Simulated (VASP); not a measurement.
Si5W, 6 atoms in the cell. The structure is hexagonal, space group P6/mmm (No. 191). The conventional cell has a = 4.708 Å, b = 4.708 Å, c = 4.688 Å, α = 90.00°, β = 90.00°, γ = 120.00°. Si (site symmetry -6m2) has 9 Si at 2.71 to 2.72 Å and 3 W at 2.72 Å within 3.6 Å. Within 3.1 Å of Si (site symmetry mmm) lie 8 Si at 2.35 to 2.71 Å. Within 3.6 Å of W (site symmetry 6/mmm) lie 18 Si at 2.72 to 3.32 Å. 

| Quantity | Value |
| --- | --- |
| Program | VASP 6.6.1 |
| Task | single point |
| Functional | PBE |
| Potentials or basis | VASP PAW PBE potentials, release 64 (Si, W_sv) |
| Cutoff | 520 eV |
| k mesh | 12 × 12 × 8 |
| Occupations | gaussian, width 0.1 eV |
| Spin | no spin polarisation |
| Dipole correction | no |
| Further INCAR settings | ALGO = Normal; EDIFF = 1e-06; NBANDS = 26 |

Potentials or basis: VASP PAW PBE potentials, release 64 (Si, W_sv).

Launch:

```bash
$ cat potpaw_PBE.64/Si/POTCAR potpaw_PBE.64/W_sv/POTCAR > POTCAR
$ mpirun -np 1 vasp_std > vasp.out
```

Hardware: 1 thread of Intel(R) Xeon(R) Platinum 8559C (Emerald Rapids), on a shared host.

**Question.** How long does it take, and how much memory?

**Answer.** Run time: 98 s on 1 thread of Intel(R) Xeon(R) Platinum 8559C (Emerald Rapids), with other jobs on the host, peak memory 0.32 GiB. Counts: scf iterations 13, k points 95.
